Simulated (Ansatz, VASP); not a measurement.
Sn in VASP and in Ansatz

```
CELL_PARAMETERS angstrom
0.00000 3.32911 3.32911
3.32911 0.00000 3.32911
3.32911 3.32911 0.00000
ATOMIC_POSITIONS crystal
Sn 0.00000 0.00000 0.00000
Sn 0.25000 0.25000 0.25000
```

Alike in both runs: functional PBE; k mesh 12 × 12 × 12; occupations gaussian, width 0.1 eV; no spin polarisation.

Ansatz relaxed the structure, and its values are those at the end. VASP's run is a single point on that final structure, the one shown.

|  | VASP | Ansatz |
| --- | --- | --- |
| version | VASP 6.6.1 | Ansatz 0.2.0 |
| potentials or method | VASP PAW PBE potentials, release 64 (Sn_d), cutoff 520 eV | scalar-relativistic, plane waves, PAW |
| valence electrons in the cell | 28 | 28 |

VASP gave:

* gap on the k mesh at the Fermi level (eV): none
* pressure (GPa): -0.1

**Question.** What did Ansatz give for the same quantities?

**Answer.** gap on the k mesh at the Fermi level (eV): none; pressure (GPa): 0.0.

A gap of «none» marks a metal or a gap that the smearing closes.
